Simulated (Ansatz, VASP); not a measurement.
**Rh in VASP and in Ansatz**

```xyz
1
Lattice="-0.0570 1.8730 1.8730 1.8730 -0.0570 1.8730 1.8730 1.8730 -0.0570" Properties=species:S:1:pos:R:3 pbc="T T T"
Rh    0.0000    0.0000    0.0000
```

Change from the starting cell: equal xy, yz and zx shear strains of -3 %.

Alike in both runs: task single point; functional PBE; k mesh 16 × 16 × 16; occupations fermi-dirac, width 0.08 eV; no spin polarisation.

|  | VASP | Ansatz |
| --- | --- | --- |
| version | VASP 6.6.1 | Ansatz 0.2.0 |
| potentials or method | VASP PAW PBE potentials, release 64 (Rh_pv), cutoff 520 eV | all-electron LAPW, scalar-relativistic |

```tsv
	VASP	Ansatz	Ansatz less VASP
pressure (GPa)	7.0	6.9	-0.02
traceless stress, the component that is largest in VASP (GPa)	6.09	6.08	-0.008
```

Ansatz ran all-electron here, and VASP with PAW potentials.
